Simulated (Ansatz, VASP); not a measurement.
**Ca in VASP and in Ansatz**

```
Ca
1.0
     0.00000    2.78350    2.78350
     2.78350    0.00000    2.78350
     2.78350    2.78350    0.00000
Ca
1
Direct
  0.00000 0.00000 0.00000
```

Alike in both runs: task single point; functional r2SCAN; k mesh 10 × 10 × 10; occupations gaussian, width 0.2 eV; no spin polarisation.

|  | VASP | Ansatz |
| --- | --- | --- |
| version | VASP 6.6.1 | Ansatz 0.2.0 |
| potentials or method | VASP PAW PBE potentials, release 64 (Ca_sv), cutoff 520 eV | plane waves (500 eV) with PAW, scalar-relativistic |
| valence electrons in the cell | 10 | 10 |

```tsv
	VASP	Ansatz	Ansatz less VASP
pressure (GPa)	0.0	0.0	-0.05
```

VASP's potentials were made for PBE, not for r2SCAN. With one functional, cell and mesh, what is left measures potentials, basis and numerics.
